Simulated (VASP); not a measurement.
# Zn2SiN: single point with PBE

Crystal: Zn2SiN.

```
CELL_PARAMETERS angstrom
3.44449 0.00000 0.00000
-1.72225 2.98302 0.00000
0.00000 0.00000 6.05757
ATOMIC_POSITIONS crystal
Zn 0.00000 0.00000 0.26318
Zn 0.00000 0.00000 0.73682
Si 0.00000 0.00000 0.00000
N 0.00000 0.00000 0.50000
```

```json
{
 "Program": "VASP 6.6.1",
 "Task": "single point",
 "Functional": "PBE",
 "Potentials or basis": "VASP PAW PBE potentials, release 64 (Zn, Si, N)",
 "Cutoff": "600 eV",
 "k mesh": "6 × 6 × 4",
 "Occupations": "gaussian, width 0.1 eV",
 "Spin": "collinear spin, ferromagnetic start",
 "Starting moments": "[0.0, 0.0, 0.0, 1.0] μB",
 "Dipole correction": "no",
 "Further INCAR settings": "ALGO = Normal; EDIFF = 1e-06; NBANDS = 28"
}
```

```yaml
Pressure: 132.3 GPa
Largest_force: 7.875 eV/Å
Net_moment: 0.00 μB per cell
Valence_electrons_inside_the_program's_atomic_spheres: Zn 12.28; Si 2.29; N 4.04
```

Forces in eV/Å, atoms in the order of the input:
```
Zn   0.000  0.000  7.875
Zn   0.000  0.000 -7.875
Si   0.000  0.000  0.000
N    0.000  0.000  0.000
```

Stress tensor (GPa, compression positive):
```
  2.18   0.00   0.00
  0.00   2.18   0.00
  0.00   0.00 392.68
```

Levels at points of the mesh, in eV from the Fermi level:
Spin up:
| k point | band 13 | band 14 | band 15 | band 16 | band 17 | band 18 | band 19 | band 20 |
| --- | --- | --- | --- | --- | --- | --- | --- | --- |
| (0.00, 0.00, 0.00) | -5.32 | -0.61 | -0.34 | -0.34 | 4.48 | 4.48 | 4.87 | 8.64 |
| (0.50, 0.00, 0.00) | -4.30 | -3.13 | -1.03 | 0.02 | 0.04 | 1.43 | 3.12 | 6.02 |
| (0.00, 0.00, 0.50) | -3.87 | -3.11 | 0.01 | 0.01 | 3.48 | 3.48 | 7.41 | 7.58 |
| (0.50, 0.00, 0.50) | -2.97 | -2.68 | -2.14 | -1.73 | -0.48 | 1.79 | 4.30 | 6.10 |
Spin down:
| k point | band 14 | band 15 | band 16 | band 17 | band 18 | band 19 |
| --- | --- | --- | --- | --- | --- | --- |
| (0.00, 0.00, 0.00) | -0.61 | -0.34 | -0.34 | 4.48 | 4.48 | 4.87 |
| (0.50, 0.00, 0.00) | -3.13 | -1.03 | 0.02 | 0.04 | 1.43 | 3.12 |
| (0.00, 0.00, 0.50) | -3.11 | 0.01 | 0.01 | 3.48 | 3.48 | 7.41 |
| (0.50, 0.00, 0.50) | -2.68 | -2.14 | -1.73 | -0.48 | 1.79 | 4.30 |

It took 78 s on 1 thread of AMD EPYC 7R43 64-Core Processor (Zen 3), on a shared host, peak memory 0.21 GiB.

Caveat: forces of over 1 eV/Å act on the atoms, so gaps and moduli don't describe the material at rest.
